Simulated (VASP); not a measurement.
# SnO in VASP: notebook

The runs below take SnO through single point, with PBE+D3(BJ).

Program: VASP 6.6.1. These are calculated values, not measurements. Logs are shortened: lines on timing, memory, paths and dates and some standing lists are left out, and cuts for length are marked.

### Step 1. The cell of the first run

The cell holds a slab with vacuum, 4 atoms: a = 3.820 Å, b = 3.820 Å, c = 30.632 Å, α = 90.00°, β = 90.00°, γ = 90.00°.

### Step 2. Single point, PBE+D3(BJ)

Input file INCAR:

```
ALGO = Normal
DIPOL = 0.5 0.5 0.500
EDIFF = 1E-6
ENCUT = 520
GGA = PE
IDIPOL = 3
ISIF = 2
ISMEAR = 0
IVDW = 12
LASPH = True
LCHARG = False
LDIPOL = True
LREAL = False
LWAVE = False
NBANDS = 28
NELM = 60
PREC = Accurate
SIGMA = 0.02
```

Input file KPOINTS:

```
k-points
0
Gamma
  6 6 1
```

Input file POSCAR:

```
SnO
1.0
    3.8201711355      0.0000000000      0.0000000000
    0.0000000000      3.8201711355      0.0000000000
    0.0000000000      0.0000000000     30.6319094493
Sn O
2 2
Direct
    0.5000000000      0.0000000000      0.4614285273
    0.0000000000      0.5000000000      0.5385714727
    0.0000000000      0.0000000000      0.5000000000
    0.5000000000      0.5000000000      0.5000000000
```

Potentials or basis: VASP PAW PBE potentials, release 64 (Sn_d, O).

On the command line:

```console
cat potpaw_PBE.64/Sn_d/POTCAR potpaw_PBE.64/O/POTCAR > POTCAR
mpirun -np 1 vasp_std > vasp.out
```

OUTCAR:

```text
EDIFF = 1E-6
   ENCUT = 520
   GGA = PE
   ISIF = 2
   ISMEAR = 0
   IVDW = 12
   LASPH = True
   LREAL = False
   NELM = 60
   PREC = Accurate
 IVDW          = 12

 ion  position               nearest neighbor table
   1  0.500  0.000  0.461-   3 2.25   4 2.25   4 2.25   3 2.25   2 3.59   2 3.59   2 3.59   2 3.59

   2  0.000  0.500  0.539-   3 2.25   4 2.25   3 2.25   4 2.25   1 3.59   1 3.59   1 3.59   1 3.59

   3  0.000  0.000  0.500-   1 2.25   2 2.25   2 2.25   1 2.25
   4  0.500  0.500  0.500-   1 2.25   2 2.25   1 2.25   2 2.25

  LATTYP: Found a simple tetragonal cell.
 ALAT       =     3.8201711355
 C/A-ratio  =     8.0184652370

  Lattice vectors:

 A1 = (   3.8201711355,   0.0000000000,   0.0000000000)
 A2 = (   0.0000000000,   3.8201711355,   0.0000000000)
 A3 = (   0.0000000000,   0.0000000000,  30.6319094493)

Analysis of symmetry for initial positions (statically):
=====================================================================
 Subroutine PRICEL returns:
 Original cell was already a primitive cell.

 Routine SETGRP: Setting up the symmetry group for a
 simple tetragonal supercell.

 Subroutine GETGRP returns: Found 16 space group operations
 (whereof  8 operations were pure point group operations)
 out of a pool of 16 trial point group operations.

The static configuration has the point symmetry D_2d.
 The point group associated with its full space group is D_4h.

Analysis of symmetry for dynamics (positions and initial velocities):
=====================================================================
 Subroutine PRICEL returns:
 Original cell was already a primitive cell.

 Routine SETGRP: Setting up the symmetry group for a
 simple tetragonal supercell.

 Subroutine GETGRP returns: Found 16 space group operations
 (whereof  8 operations were pure point group operations)
 out of a pool of 16 trial point group operations.

The dynamic configuration has the point symmetry D_2d.
 The point group associated with its full space group is D_4h.

 Subroutine INISYM returns: Found 16 space group operations
 (whereof  8 operations are pure point group operations),
 and found     1 'primitive' translations

----------------------------------------------------------------------------------------

                                     Primitive cell

  volume of cell :     447.0331

  direct lattice vectors                    reciprocal lattice vectors
     3.820171135  0.000000000  0.000000000     0.261768378  0.000000000  0.000000000
[... 81 lines left out ...]
   ISIF   =      2    stress and relaxation
   ISYM   =      2    0-nonsym 1-usesym 2-fastsym
   POTIM  = 0.5000    time-step for ionic-motion
   TEBEG  =    0.0;   TEEND  =   0.0 temperature during run
   PSTRESS=    0.0 pullay stress
   NELECT =      40.0000    total number of electrons
   NUPDOWN=      -1.0000    fix difference up-down
   EMIN   =  10.00;   EMAX   =-10.00  energy-range for DOS
   EFERMI =   0.00;   METHOD = LEGACY
   ISMEAR =     0;   SIGMA  =   0.02  broadening in eV -4-tet -1-fermi 0-gaus
   EFERMI_NEDOS =   21; number of points for ismear=-14 and -15
   IALGO  =     38    algorithm
   IMIX   =      4    mixing-type and parameters
     AMIX     =   0.40;   BMIX     =  1.00
     AMIX_MAG =   1.60;   BMIX_MAG =  1.00
  volume/ion in A,a.u.               =     111.76       754.18
  Fermi-wavevector in a.u.,A,eV,Ry     =   0.732231  1.383716  7.294935  0.536163
  Thomas-Fermi vector in A             =   1.824644
   LORBIT       =      0    0 simple, 1 ext, 2 COOP (PROOUT), +10 PAW based schemes
   GGA     = PE    functional components
   LHFCALC =     F    Hartree Fock is set to
   AEXX    =    0.0000 exact exchange contribution
   IVDW    =    12    specifies the selected vdW correction
   LEPSILON=     F    determine dielectric tensor
   LRPA    =     F    only Hartree local field effects (RPA)
 non-spin polarized calculation
 Gauss-broadening in eV      SIGMA  =   0.02
  energy-cutoff  :      520.00
  volume of cell :      447.03
 maximum number of plane-waves:     12070
   NGX = 15   NGY = 15   NGZ =113

 number of electron      39.9999978 magnetization

 dipolmoment           0.000000      0.000000     -0.000000 electrons x Angstroem

 Free energy of the ion-electron system (eV)
  ---------------------------------------------------
  ext. energy  EPLUGINS =         0.00000000
  ---------------------------------------------------
  free energy    TOTEN  =       -22.57797472 eV

  energy without entropy =      -22.57797472  energy(sigma->0) =      -22.57797472

 E-fermi :  -3.4605     XC(G=0):  -2.0964

 val. band max:       -3.6085105860   @ k =   0.1667   0.1667   0.0000
 cond. band min:      -0.5163389152   @ k =   0.0000   0.0000   0.0000
 fundamental gap:      3.0921716708
 Fermi energy:        -3.4605115195

 k-point     1 :       0.0000    0.0000    0.0000
  band No.  band energies     occupation
      1     -24.1935      2.00000
      2     -23.8328      2.00000
      3     -23.7947      2.00000
      4     -23.7947      2.00000
      5     -23.7794      2.00000
      6     -23.7494      2.00000
[... 299 lines left out ...]
     27       3.9072      0.00000
     28       3.9072      0.00000

------------------------ aborting loop because EDIFF is reached ----------------------------------------

 vacuum level on the upper side and lower side of the slab       (xc-potential included)        -0.006        -0.006

 Edisp (eV)   -0.54856

 E8    (eV) :    -0.2481

  FORCE on cell =-STRESS in cart. coord.  units (eV):
  Direction    XX          YY          ZZ          XY          YZ          ZX
  --------------------------------------------------------------------------------------
  -------------------------------------------------------------------------------------
  Total       0.10701     0.10701     0.16442     0.00000     0.00000     0.00000
  in kB       0.38352     0.38352     0.58927     0.00000     0.00000     0.00000
  external pressure =        0.45 kB  Pullay stress =        0.00 kB

 VOLUME and BASIS-vectors are now :
 -----------------------------------------------------------------------------
  energy-cutoff  :      520.00
  volume of cell :      447.03
      direct lattice vectors                 reciprocal lattice vectors
     3.820171135  0.000000000  0.000000000     0.261768378  0.000000000  0.000000000
     0.000000000  3.820171135  0.000000000     0.000000000  0.261768378  0.000000000
     0.000000000  0.000000000 30.631909449     0.000000000  0.000000000  0.032645696

 POSITION                                       TOTAL-FORCE (eV/Angst)
 -----------------------------------------------------------------------------------
      1.91009      0.00000     14.13444        -0.000000      0.000000     -0.097578
      0.00000      1.91009     16.49747         0.000000      0.000000      0.097578
      0.00000      0.00000     15.31595         0.000000      0.000000      0.000000
      1.91009      1.91009     15.31595         0.000000      0.000000      0.000000
 -----------------------------------------------------------------------------------
    total drift:                                0.000000      0.000000      0.000000

  FREE ENERGIE OF THE ION-ELECTRON SYSTEM (eV)
  ---------------------------------------------------
  free  energy   TOTEN  =       -23.1265365925 eV

  energy  without entropy=      -23.1265365925  energy(sigma->0) =      -23.12653659

 vacuum level on the upper side and lower side of the slab         1.784         1.784
```

OSZICAR:

```text
N       E                     dE             d eps       ncg     rms          rms(c)
DAV:   1     0.316784439431E+03    0.31678E+03   -0.17838E+04   696   0.115E+03
DAV:   2     0.323173660633E+02   -0.28447E+03   -0.27595E+03   692   0.271E+02
DAV:   3    -0.244620415317E+02   -0.56779E+02   -0.56298E+02   784   0.133E+02
[... 15 lines left out ...]
DAV:  19    -0.225779650433E+02   -0.21228E-05   -0.30623E-07   520   0.321E-03    0.168E-03
DAV:  20    -0.225779706296E+02   -0.55863E-05   -0.24898E-07   468   0.411E-03    0.305E-04
DAV:  21    -0.225779725900E+02   -0.19604E-05   -0.10125E-07   492   0.213E-03    0.359E-04
DAV:  22    -0.225779737410E+02   -0.11510E-05   -0.23869E-08   512   0.174E-03    0.163E-04
DAV:  23    -0.225779747160E+02   -0.97506E-06   -0.11568E-08   476   0.667E-04
   1 F= -.23126537E+02 E0= -.23126537E+02  d E =-.207276E-26
```

stdout:

```text
POSCAR found type information on POSCAR SnO
 POSCAR found :  2 types and       4 ions
 scaLAPACK will be used
 LDA part: xc-table for (Slater+PW92), standard interpolation
 POSCAR, INCAR and KPOINTS ok, starting setup
 FFT: planning ... GRIDC
 FFT: planning ... GRID_SOFT
 FFT: planning ... GRID
 WAVECAR not read
 entering main loop
```

Run time: 2.9 min. Hardware: 1 thread of Intel Xeon Platinum 8488C (Sapphire Rapids), shared host; peak memory 0.46 GiB.

Results:

```yaml
Free_energy: -23.1265 eV
Largest_force: 0.098 eV/Å
Band_gap_on_the_k_mesh: 3.09 eV, indirect (least direct gap 3.14 eV)
Dispersion_energy_per_atom: -0.137 eV
```

Forces on the atoms (eV/Å):
```
Sn   0.000  0.000 -0.098
Sn   0.000  0.000  0.098
O    0.000  0.000  0.000
O    0.000  0.000  0.000
```

Levels at points of the mesh, in eV from the valence-band top:
```
           k point  band 16  band 17  band 18  band 19  band 20  band 21  band 22  band 23  band 24  band 25
(0.00, 0.00, 0.00)    -3.71    -2.08    -1.68    -1.68    -0.05     3.09     3.15     5.22     5.28     5.57
(0.50, 0.00, 0.00)    -3.71    -3.31    -3.31    -0.52    -0.52     3.21     3.21     5.79     5.79     7.27
(0.50, 0.50, 0.00)    -3.86    -1.03    -1.03    -0.66    -0.66     3.12     3.12     5.23     5.23     6.56
```

Caveat: spin-orbit coupling is left out, which moves the levels of the heavy elements.

### Step 3. Single point, PBE+D3(BJ)

This run uses another cell than the first one, of 112.71 Å³/atom, 1.008 times its volume.

Input file INCAR:

```
SYSTEM = SnO
ALGO     = Normal         ! electronic algorithm
DIPOL    = 0.5 0.5 0.500
EDIFF    = 1E-6           ! SCF threshold, eV
ENCUT    = 520            ! plane-wave cutoff, eV
GGA      = PE             ! functional
IDIPOL   = 3            
ISIF     = 2              ! what is computed and relaxed
ISMEAR   = 0              ! smearing method
IVDW     = 12             ! dispersion correction
LASPH    = .TRUE.         ! aspherical terms in the spheres
LCHARG   = .TRUE.         ! write CHGCAR
LDIPOL   = .TRUE.       
LELF     = .TRUE.         ! ELF
LREAL    = .FALSE.        ! projectors in reciprocal space
LVACPOTAV= .TRUE.       
LVHAR    = .TRUE.       
LWAVE    = .FALSE.        ! write WAVECAR
NBANDS   = 28             ! bands
NELM     = 100            ! most SCF steps
PREC     = Accurate       ! precision mode
SIGMA    = 0.1            ! smearing width, eV
```

Input file KPOINTS:

```
k-points
0
G
  6 6 1
  0 0 0
```

Input file POSCAR:

```
SnO
1.0
    3.8363720850      0.0000000000      0.0000000000
    0.0000000000      3.8363720850      0.0000000000
    0.0000000000      0.0000000000     30.6319094493
Sn O
2 2
Direct
    0.5000000000      0.0000000000      0.4621970232
    0.0000000000      0.5000000000      0.5378029768
    0.0000000000      0.0000000000      0.5000000000
    0.5000000000      0.5000000000      0.5000000000
```

Potentials or basis: VASP PAW PBE potentials, release 64 (Sn_d, O).

On the command line:

```console
cat potpaw_PBE.64/Sn_d/POTCAR potpaw_PBE.64/O/POTCAR > POTCAR
mpirun -np 1 vasp_std > vasp.out
```

OUTCAR:

```text
SYSTEM = SnO
   EDIFF = 1E-6
   ENCUT = 520
   GGA = PE
   ISIF = 2
   ISMEAR = 0
   IVDW = 12
   LASPH = .TRUE.
   LREAL = .FALSE.
   NELM = 100
   PREC = Accurate
 IVDW          = 12

 ion  position               nearest neighbor table
   1  0.500  0.000  0.462-   3 2.24   4 2.24   4 2.24   3 2.24   2 3.57   2 3.57   2 3.57   2 3.57

   2  0.000  0.500  0.538-   3 2.24   4 2.24   3 2.24   4 2.24   1 3.57   1 3.57   1 3.57   1 3.57

   3  0.000  0.000  0.500-   1 2.24   2 2.24   2 2.24   1 2.24
   4  0.500  0.500  0.500-   1 2.24   2 2.24   1 2.24   2 2.24

  LATTYP: Found a simple tetragonal cell.
 ALAT       =     3.8363720850
 C/A-ratio  =     7.9846033624

  Lattice vectors:

 A1 = (   3.8363720850,   0.0000000000,   0.0000000000)
 A2 = (   0.0000000000,   3.8363720850,   0.0000000000)
 A3 = (   0.0000000000,   0.0000000000,  30.6319094493)

Analysis of symmetry for initial positions (statically):
=====================================================================
 Subroutine PRICEL returns:
 Original cell was already a primitive cell.

 Routine SETGRP: Setting up the symmetry group for a
[... 163 lines left out ...]

 val. band max:       -3.5906605088   @ k =   0.1667   0.1667   0.0000
 cond. band min:      -0.6239336728   @ k =   0.0000   0.0000   0.0000
 fundamental gap:      2.9667268360
 Fermi energy:        -3.0948993228

 k-point     1 :       0.0000    0.0000    0.0000
  band No.  band energies     occupation
      1     -24.2560      2.00000
      2     -23.8649      2.00000
      3     -23.8385      2.00000
      4     -23.8385      2.00000
      5     -23.8159      2.00000
      6     -23.7928      2.00000
[... 299 lines left out ...]
     27       3.8528      0.00000
     28       3.8528      0.00000

------------------------ aborting loop because EDIFF is reached ----------------------------------------

 Edisp (eV)   -0.54555

 E8    (eV) :    -0.2468

  FORCE on cell =-STRESS in cart. coord.  units (eV):
  Direction    XX          YY          ZZ          XY          YZ          ZX
  --------------------------------------------------------------------------------------
  -------------------------------------------------------------------------------------
  Total       0.25114     0.25114     0.92205     0.00000     0.00000     0.00000
  in kB       0.89251     0.89251     3.27680     0.00000     0.00000     0.00000
  external pressure =        1.69 kB  Pullay stress =        0.00 kB

 VOLUME and BASIS-vectors are now :
 -----------------------------------------------------------------------------
  energy-cutoff  :      520.00
  volume of cell :      450.83
      direct lattice vectors                 reciprocal lattice vectors
     3.836372085  0.000000000  0.000000000     0.260662933  0.000000000  0.000000000
     0.000000000  3.836372085  0.000000000     0.000000000  0.260662933  0.000000000
     0.000000000  0.000000000 30.631909449     0.000000000  0.000000000  0.032645696

 POSITION                                       TOTAL-FORCE (eV/Angst)
 -----------------------------------------------------------------------------------
      1.91819      0.00000     14.15798        -0.000000      0.000000     -0.427248
      0.00000      1.91819     16.47393         0.000000      0.000000      0.427248
      0.00000      0.00000     15.31595         0.000000     -0.000000      0.000000
      1.91819      1.91819     15.31595         0.000000      0.000000      0.000000
 -----------------------------------------------------------------------------------
    total drift:                                0.000000      0.000000      0.000000

  FREE ENERGIE OF THE ION-ELECTRON SYSTEM (eV)
  ---------------------------------------------------
  free  energy   TOTEN  =       -23.1162797642 eV

  energy  without entropy=      -23.1162797642  energy(sigma->0) =      -23.11627976

 vacuum level on the upper side and lower side of the slab         1.781         1.781
```

stdout:

```text
POSCAR found type information on POSCAR SnO
 POSCAR found :  2 types and       4 ions
 scaLAPACK will be used
 LDA part: xc-table for (Slater+PW92), standard interpolation
 POSCAR, INCAR and KPOINTS ok, starting setup
 FFT: planning ... GRIDC
 FFT: planning ... GRID_SOFT
 FFT: planning ... GRID
 WAVECAR not read
 entering main loop
 -----------------------------------------------------------------------------
|                                                                             |
|           W    W    AA    RRRRR   N    N  II  N    N   GGGG   !!!           |
|           W    W   A  A   R    R  NN   N  II  NN   N  G    G  !!!           |
|           W    W  A    A  R    R  N N  N  II  N N  N  G       !!!           |
|           W WW W  AAAAAA  RRRRR   N  N N  II  N  N N  G  GGG   !            |
|           WW  WW  A    A  R   R   N   NN  II  N   NN  G    G                |
|           W    W  A    A  R    R  N    N  II  N    N   GGGG   !!!           |
|                                                                             |
|     Did not find any points to average over, which means that no vacuum     |
|     field-free region was found. Please increase the size of  your cell     |
|     in the dimension of the dipole correction to obtain accurate            |
|     workfunction values.                                                    |
|                                                                             |
 -----------------------------------------------------------------------------
```

Run time: 3.7 min. Hardware: 1 thread of Intel Xeon Platinum 8488C (Sapphire Rapids), shared host; peak memory 0.53 GiB.

Results:

- Free energy: -23.1163 eV
- Largest force: 0.427 eV/Å
- Band gap on the k mesh: 2.97 eV, indirect (least direct gap 3.01 eV)
- Dispersion energy per atom: -0.136 eV

Forces in eV/Å, atoms in the order of the input:
```
Sn   0.000  0.000 -0.427
Sn   0.000  0.000  0.427
O    0.000  0.000  0.000
O    0.000  0.000  0.000
```

Levels at points of the mesh, in eV from the valence-band top:
| k point | band 18 | band 19 | band 20 | band 21 | band 22 | band 23 |
| --- | --- | --- | --- | --- | --- | --- |
| (0.00, 0.00, 0.00) | -1.87 | -1.87 | -0.04 | 2.97 | 3.00 | 5.18 |
| (0.50, 0.00, 0.00) | -3.48 | -0.53 | -0.53 | 3.23 | 3.23 | 5.69 |
| (0.50, 0.50, 0.00) | -1.21 | -0.68 | -0.68 | 3.13 | 3.13 | 5.25 |

Caveat: spin-orbit coupling is left out, which moves the levels of the heavy elements.
